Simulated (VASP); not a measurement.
# MgBe2Te2O (P4mm) in VASP: a series of runs

The runs below take MgBe2Te2O through single point, with PBE.

Everything below comes from runs of VASP 6.6.1. Logs are shortened: lines on timing, memory, paths and dates and some standing lists are left out, and cuts for length are marked.

## (1) The cell of the first run

It takes space group P4mm (No. 99, tetragonal). Conventional cell: a = 4.151 Å, b = 4.151 Å, c = 6.651 Å, α = 90.00°, β = 90.00°, γ = 90.00°. Within 3.9 Å of Mg (site symmetry 4mm) lie 4 Be at 2.87 Å and 6 Te at 3.06 to 3.54 Å and 4 O at 3.86 Å. Be (site symmetry 2mm) has 4 Te at 2.35 to 2.36 Å and 2 Mg at 2.87 Å and 4 Be at 2.94 Å and 2 O at 3.00 Å within 3.1 Å. Within 3.1 Å of Te (site symmetry 4mm) lie 4 Be at 2.35 Å and 4 Mg at 3.06 Å. Te (site symmetry 4mm) has 4 Be at 2.36 Å and 1 Mg at 3.11 Å and 4 O at 3.11 Å within 3.2 Å. O (site symmetry 4mm) has 4 Be at 3.00 Å and 6 Te at 3.11 to 3.38 Å and 4 Mg at 3.86 Å and 4 O at 4.15 Å within 4.2 Å.

The cell was built from a structure type or drawn by symmetry, and may not be a known phase.

## (2) Single point, PBE

The input, INCAR:

```
SYSTEM = MgBe2Te2O
PREC = Accurate ; ENCUT = 520
EDIFF = 1E-6 ; ISMEAR = 0
SIGMA = 0.1 ; LREAL = .FALSE.
LASPH = .TRUE. ; NELM = 80
ALGO = Normal ; ISIF = 2
LWAVE = .FALSE. ; LCHARG = .FALSE.
GGA = PE ; NBANDS = 21
```

The input, KPOINTS:

```
regular mesh
0
G
  4 4 4
  0 0 0
```

The input, POSCAR:

```
MgBe2Te2O
1.0
    4.1513355000      0.0000000000      0.0000000000
    0.0000000000      4.1513355000      0.0000000000
    0.0000000000      0.0000000000      6.6514595200
Mg Be Te O
1 2 2 1
Direct
    0.0000000000      0.0000000000      0.6973040100
    0.5000000000      0.0000000000      0.9946200300
    0.0000000000      0.5000000000      0.9946200300
    0.5000000000      0.5000000000      0.8287479900
    0.0000000000      0.0000000000      0.1643839900
    0.5000000000      0.5000000000      0.3203240000
```

Potentials or basis: VASP PAW PBE potentials, release 64 (Mg, Be, Te, O).

Command:

```bash
$ cat potpaw_PBE.64/Mg/POTCAR potpaw_PBE.64/Be/POTCAR potpaw_PBE.64/Te/POTCAR potpaw_PBE.64/O/POTCAR > POTCAR
$ mpirun -np 1 vasp_std > vasp.out
```

OUTCAR:

```text
SYSTEM = MgBe2Te2O
   PREC = Accurate
   ENCUT = 520
   EDIFF = 1E-6
   ISMEAR = 0
   LREAL = .FALSE.
   LASPH = .TRUE.
   NELM = 80
   ISIF = 2
   GGA = PE

 ion  position               nearest neighbor table
   1  0.000  0.000  0.697-   2 2.87   3 2.87   3 2.87   2 2.87   4 3.06   4 3.06   4 3.06   4 3.06
                             5 3.11   5 3.54
   2  0.500  0.000  0.995-   4 2.35   4 2.35   5 2.36   5 2.36   1 2.87   1 2.87
   3  0.000  0.500  0.995-   4 2.35   4 2.35   5 2.36   5 2.36   1 2.87   1 2.87
   4  0.500  0.500  0.829-   2 2.35   3 2.35   2 2.35   3 2.35   1 3.06   1 3.06   1 3.06   1 3.06

   5  0.000  0.000  0.164-   2 2.36   3 2.36   3 2.36   2 2.36   1 3.11   1 3.54
   6  0.500  0.500  0.320-

  LATTYP: Found a simple tetragonal cell.
 ALAT       =     4.1513355000
 C/A-ratio  =     1.6022457159

  Lattice vectors:

 A1 = (   4.1513355000,   0.0000000000,   0.0000000000)
 A2 = (   0.0000000000,   4.1513355000,   0.0000000000)
 A3 = (   0.0000000000,   0.0000000000,   6.6514595200)

Analysis of symmetry for initial positions (statically):
=====================================================================
 Subroutine PRICEL returns:
 Original cell was already a primitive cell.

 Routine SETGRP: Setting up the symmetry group for a
 simple tetragonal supercell.

 Subroutine GETGRP returns: Found  8 space group operations
 (whereof  8 operations were pure point group operations)
 out of a pool of 16 trial point group operations.

The static configuration has the point symmetry C_4v.

Analysis of symmetry for dynamics (positions and initial velocities):
=====================================================================
 Subroutine PRICEL returns:
 Original cell was already a primitive cell.

 Routine SETGRP: Setting up the symmetry group for a
 simple tetragonal supercell.

 Subroutine GETGRP returns: Found  8 space group operations
 (whereof  8 operations were pure point group operations)
 out of a pool of 16 trial point group operations.

The dynamic configuration has the point symmetry C_4v.

 Subroutine INISYM returns: Found  8 space group operations
 (whereof  8 operations are pure point group operations),
 and found     1 'primitive' translations

----------------------------------------------------------------------------------------

                                     Primitive cell

  volume of cell :     114.6285

  direct lattice vectors                    reciprocal lattice vectors
     4.151335500  0.000000000  0.000000000     0.240886336  0.000000000  0.000000000
     0.000000000  4.151335500  0.000000000     0.000000000  0.240886336  0.000000000
     0.000000000  0.000000000  6.651459520     0.000000000  0.000000000  0.150342943

  length of vectors
     4.151335500  4.151335500  6.651459520     0.240886336  0.240886336  0.150342943

  position of ions in fractional coordinates (direct lattice)
     0.000000000  0.000000000  0.697304010
     0.500000000  0.000000000  0.994620030
     0.000000000  0.500000000  0.994620030
     0.500000000  0.500000000  0.828747990
     0.000000000  0.000000000  0.164383990
     0.500000000  0.500000000  0.320324000

  ion indices of the primitive-cell ions
   primitive index   ion index
                 1           1
                 2           2
                 3           3
                 4           4
                 5           5
                 6           6

----------------------------------------------------------------------------------------

 KPOINTS: regular mesh

Automatic generation of k-mesh.
 Grid dimensions read from file:
 generate k-points for:    4    4    4

 Generating k-lattice:

  Cartesian coordinates                     Fractional coordinates (reciprocal lattice)
     0.060221584  0.000000000  0.000000000     0.250000000  0.000000000  0.000000000
     0.000000000  0.060221584  0.000000000     0.000000000  0.250000000  0.000000000
     0.000000000  0.000000000  0.037585736     0.000000000  0.000000000  0.250000000

  Length of vectors
     0.060221584  0.060221584  0.037585736

  Shift w.r.t. Gamma in fractional coordinates (k-lattice)
     0.000000000  0.000000000  0.000000000

 Subroutine IBZKPT returns following result:
 ===========================================

 Found     18 irreducible k-points:

 Following reciprocal coordinates:
            Coordinates               Weight
  0.000000  0.000000  0.000000      1.000000
  0.250000  0.000000  0.000000      4.000000
  0.500000  0.000000  0.000000      2.000000
  0.250000  0.250000  0.000000      4.000000
  0.500000  0.250000  0.000000      4.000000
  0.500000  0.500000  0.000000      1.000000
[... 10 lines left out ...]
  0.500000  0.250000  0.500000      4.000000
  0.500000  0.500000  0.500000      1.000000
   k-points           NKPTS =     18   k-points in BZ     NKDIM =     18   number of bands    NBANDS=     21
   number of dos      NEDOS =    301   number of ions     NIONS =      6
   total plane-waves  NPLWV =  51200
   dimension x,y,z NGX =    32 NGY =   32 NGZ =   50
   dimension x,y,z NGXF=    64 NGYF=   64 NGZF=  100
   ions per type =               1   2   2   1
   NGX,Y,Z   is equivalent  to a cutoff of  12.81, 12.81, 12.50 a.u.
   NGXF,Y,Z  is equivalent  to a cutoff of  25.63, 25.63, 24.99 a.u.
 SYSTEM =  MgBe2Te2O
   PREC   = accura    normal or accurate (medium, high low for compatibility)
   ISTART =      0    job   : 0-new  1-cont  2-samecut
   ICHARG =      2    charge: 1-file 2-atom 10-const
   ISPIN  =      1    spin polarized calculation?
   LNONCOLLINEAR =      F non collinear calculations
   LSORBIT =      F    spin-orbit coupling
   LASPH  =      T    aspherical Exc in radial PAW
   ENCUT  =  520.0 eV  38.22 Ry    6.18 a.u.   7.72  7.72 12.37*2*pi/ulx,y,z
   NELM   =     80;   NELMIN=  2; NELMDL= -5     # of ELM steps
   EDIFF  = 0.1E-05   stopping-criterion for ELM
   LREAL  =      F    real-space projection
   EDIFFG = 0.1E-04   stopping-criterion for IOM
   NSW    =      0    number of steps for IOM
   IBRION =     -1    ionic relax: 0-MD 1-quasi-New 2-CG
   NFREE  =      0    steps in history (QN), initial steepest desc. (CG)
   ISIF   =      2    stress and relaxation
   ISYM   =      2    0-nonsym 1-usesym 2-fastsym
   POTIM  = 0.5000    time-step for ionic-motion
   TEBEG  =    0.0;   TEEND  =   0.0 temperature during run
   PSTRESS=    0.0 pullay stress
   NELECT =      24.0000    total number of electrons
   NUPDOWN=      -1.0000    fix difference up-down
   EMIN   =  10.00;   EMAX   =-10.00  energy-range for DOS
   EFERMI =   0.00;   METHOD = LEGACY
   ISMEAR =     0;   SIGMA  =   0.10  broadening in eV -4-tet -1-fermi 0-gaus
   EFERMI_NEDOS =   21; number of points for ismear=-14 and -15
   IALGO  =     38    algorithm
   IMIX   =      4    mixing-type and parameters
     AMIX     =   0.40;   BMIX     =  1.00
     AMIX_MAG =   1.60;   BMIX_MAG =  1.00
  volume/ion in A,a.u.               =      19.10       128.93
  Fermi-wavevector in a.u.,A,eV,Ry     =   0.972108  1.837017 12.857415  0.944993
  Thomas-Fermi vector in A             =   2.102379
   LORBIT       =      0    0 simple, 1 ext, 2 COOP (PROOUT), +10 PAW based schemes
   GGA     = PE    functional components
   LHFCALC =     F    Hartree Fock is set to
   AEXX    =    0.0000 exact exchange contribution
   IVDW    =     0    specifies the selected vdW correction
   LEPSILON=     F    determine dielectric tensor
   LRPA    =     F    only Hartree local field effects (RPA)
 non-spin polarized calculation
 Gauss-broadening in eV      SIGMA  =   0.10
  energy-cutoff  :      520.00
  volume of cell :      114.63
 maximum number of plane-waves:      3112
 NGX is ok and might be reduce to    32
   NGX = 15   NGY = 15   NGZ = 25

 number of electron      23.9999999 magnetization

 Free energy of the ion-electron system (eV)
  ---------------------------------------------------
  ext. energy  EPLUGINS =         0.00000000
  ---------------------------------------------------
  free energy    TOTEN  =       -17.37563647 eV

  energy without entropy =      -17.34784947  energy(sigma->0) =      -17.36174297

 E-fermi :   5.2031     XC(G=0):  -9.2150

 val. band max:        5.1909125843   @ k =   0.2500   0.2500   0.5000
 cond. band min:       5.2094673658   @ k =   0.5000   0.2500   0.5000
 fundamental gap:      0.0185547815
 Fermi energy:         5.2031397237

 k-point     1 :       0.0000    0.0000    0.0000
  band No.  band energies     occupation
      1     -10.1334      2.00000
      2      -8.6949      2.00000
      3      -6.2794      2.00000
      4      -0.3397      2.00000
      5      -0.3397      2.00000
      6       0.2898      2.00000
[... 13 lines left out ...]
     20      10.6822      0.00000
     21      11.1650      0.00000

 k-point     2 :       0.2500    0.0000    0.0000
  band No.  band energies     occupation
      1     -10.0380      2.00000
      2      -8.4030      2.00000
      3      -6.5232      2.00000
      4      -1.5528      2.00000
      5       0.1120      2.00000
      6       0.1308      2.00000
[... 13 lines left out ...]
     20      10.5370      0.00000
     21      11.9361      0.00000

 k-point     3 :       0.5000    0.0000    0.0000
  band No.  band energies     occupation
      1      -9.9452      2.00000
      2      -7.8114      2.00000
      3      -7.1282      2.00000
      4      -1.9850      2.00000
      5      -0.5731      2.00000
      6       1.0418      2.00000
[... 13 lines left out ...]
     20      11.0603      0.00000
     21      11.5044      0.00000

 k-point     4 :       0.2500    0.2500    0.0000
  band No.  band energies     occupation
      1      -9.9768      2.00000
      2      -8.1117      2.00000
      3      -6.5921      2.00000
      4      -1.4675      2.00000
      5      -1.0594      2.00000
      6       0.0995      2.00000
[... 13 lines left out ...]
     20      11.2229      0.00000
     21      11.8688      0.00000

 k-point     5 :       0.5000    0.2500    0.0000
  band No.  band energies     occupation
      1      -9.9176      2.00000
      2      -7.5909      2.00000
      3      -6.9180      2.00000
      4      -1.9381      2.00000
      5      -1.1631      2.00000
      6       0.1320      2.00000
[... 13 lines left out ...]
     20      11.4574      0.00000
     21      12.0187      0.00000

 k-point     6 :       0.5000    0.5000    0.0000
  band No.  band energies     occupation
      1      -9.8899      2.00000
      2      -7.3229      2.00000
      3      -6.6673      2.00000
      4      -2.2032      2.00000
      5      -2.2032      2.00000
      6       0.9769      2.00000
[... 13 lines left out ...]
     20      12.5701      0.00000
     21      12.5701      0.00000

 k-point     7 :       0.0000    0.0000    0.2500
  band No.  band energies     occupation
      1     -10.1117      2.00000
      2      -8.7355      2.00000
      3      -6.2761      2.00000
      4      -0.3261      2.00000
      5      -0.3261      2.00000
      6       0.5833      2.00000
[... 13 lines left out ...]
     20      10.8118      0.00000
     21      10.8397      0.00000
[... 147 lines left out ...]
      1     -10.0068      2.00000
      2      -8.4634      2.00000
      3      -6.5181      2.00000
      4      -1.6238      2.00000
      5       0.1379      2.00000
      6       0.4375      2.00000
[... 13 lines left out ...]
     20      10.6692      0.00000
     21      11.6223      0.00000

 k-point    15 :       0.5000    0.0000    0.5000
  band No.  band energies     occupation
      1      -9.9272      2.00000
      2      -7.8578      2.00000
      3      -7.1110      2.00000
      4      -2.1790      2.00000
      5      -0.4116      2.00000
      6       1.0581      2.00000
[... 13 lines left out ...]
     20      11.0255      0.00000
     21      11.4832      0.00000

 k-point    16 :       0.2500    0.2500    0.5000
  band No.  band energies     occupation
      1      -9.9540      2.00000
      2      -8.1586      2.00000
      3      -6.5886      2.00000
      4      -1.4324      2.00000
      5      -1.2133      2.00000
      6       0.3405      2.00000
[... 13 lines left out ...]
     20      11.4659      0.00000
     21      11.6559      0.00000

 k-point    17 :       0.5000    0.2500    0.5000
  band No.  band energies     occupation
      1      -9.9024      2.00000
      2      -7.6329      2.00000
      3      -6.9039      2.00000
      4      -2.0302      2.00000
      5      -1.1151      2.00000
      6       0.2506      2.00000
[... 13 lines left out ...]
     20      11.3687      0.00000
     21      11.5615      0.00000

 k-point    18 :       0.5000    0.5000    0.5000
  band No.  band energies     occupation
      1      -9.8776      2.00000
      2      -7.3612      2.00000
      3      -6.6577      2.00000
      4      -2.1650      2.00000
      5      -2.1650      2.00000
      6       0.6682      2.00000
[... 13 lines left out ...]
     20      11.6082      0.00000
     21      11.6082      0.00000

------------------------ aborting loop because EDIFF is reached ----------------------------------------

  FORCE on cell =-STRESS in cart. coord.  units (eV):
  Direction    XX          YY          ZZ          XY          YZ          ZX
  --------------------------------------------------------------------------------------
  -------------------------------------------------------------------------------------
  Total        5.3298559      5.3298559      3.4093296      0.0000000      0.0000000     -0.0000000
  in kB       74.4960816     74.4960816     47.6526383      0.0000000      0.0000000     -0.0000000
  external PRESSURE =      65.5482672 kB  Pullay stress =       0.0000000 kB

 VOLUME and BASIS-vectors are now :
 -----------------------------------------------------------------------------
  energy-cutoff  :      520.00
  volume of cell :      114.63
      direct lattice vectors                 reciprocal lattice vectors
     4.151335500  0.000000000  0.000000000     0.240886336  0.000000000  0.000000000
     0.000000000  4.151335500  0.000000000     0.000000000  0.240886336  0.000000000
     0.000000000  0.000000000  6.651459520     0.000000000  0.000000000  0.150342943

 POSITION                                       TOTAL-FORCE (eV/Angst)
 -----------------------------------------------------------------------------------
      0.00000      0.00000      4.63809        -0.000000      0.000000     -1.164634
      2.07567      0.00000      6.61567        -0.000000      0.000000      1.096568
      0.00000      2.07567      6.61567        -0.000000      0.000000      1.096568
      2.07567      2.07567      5.51238        -0.000000      0.000000     -3.525593
      0.00000      0.00000      1.09339         0.000000      0.000000      2.719616
      2.07567      2.07567      2.13062        -0.000000     -0.000000     -0.222524
 -----------------------------------------------------------------------------------
    total drift:                                0.000000     -0.000000      0.000291

  FREE ENERGIE OF THE ION-ELECTRON SYSTEM (eV)
  ---------------------------------------------------
  free  energy   TOTEN  =       -17.3756364713 eV

  energy  without entropy=      -17.3478494667  energy(sigma->0) =      -17.36174297
```

Run time: 68 s. Hardware: 1 thread of Intel Xeon 8259CL, shared host; peak memory 0.24 GiB.

What came out:

```
Free energy            : -17.3756 eV
Pressure               : 6.6 GPa
Largest force          : 3.526 eV/Å
Band gap on the k mesh : zero (bands 12 and 13 overlap by 0.16 eV)
```

Forces on the atoms (eV/Å):
```
Mg   0.000  0.000 -1.165
Be   0.000  0.000  1.097
Be   0.000  0.000  1.097
Te   0.000  0.000 -3.526
Te   0.000  0.000  2.720
O    0.000  0.000 -0.223
```

Levels at points of the mesh, in eV from the Fermi level:
```
           k point  band 9  band 10  band 11  band 12  band 13  band 14  band 15  band 16
(0.00, 0.00, 0.00)   -2.00    -0.81    -0.16    -0.16    -0.16     0.22     1.91     2.42
(0.50, 0.00, 0.00)   -2.52    -0.53    -0.42    -0.17     0.29     0.49     2.79     3.20
(0.50, 0.50, 0.00)   -4.14    -0.73    -0.41    -0.41     0.01     3.04     3.04     5.21
(0.00, 0.00, 0.50)   -2.17    -1.48    -0.79    -0.04    -0.04     1.19     1.79     2.54
(0.50, 0.00, 0.50)   -2.35    -0.83    -0.62    -0.51     0.40     0.81     1.64     2.52
(0.50, 0.50, 0.50)   -3.74    -0.81    -0.02    -0.02     0.84     2.92     3.23     3.23
```

Caveat: the k points lie up to 0.38 Å⁻¹ apart; semilocal functionals underestimate gaps, so a narrow gap can read as zero; spin-orbit coupling is left out, which moves the levels of the heavy elements; forces of over 1 eV/Å act on the atoms, so gaps and moduli don't describe the material at rest.

(Part 1 of 2 ends here.)
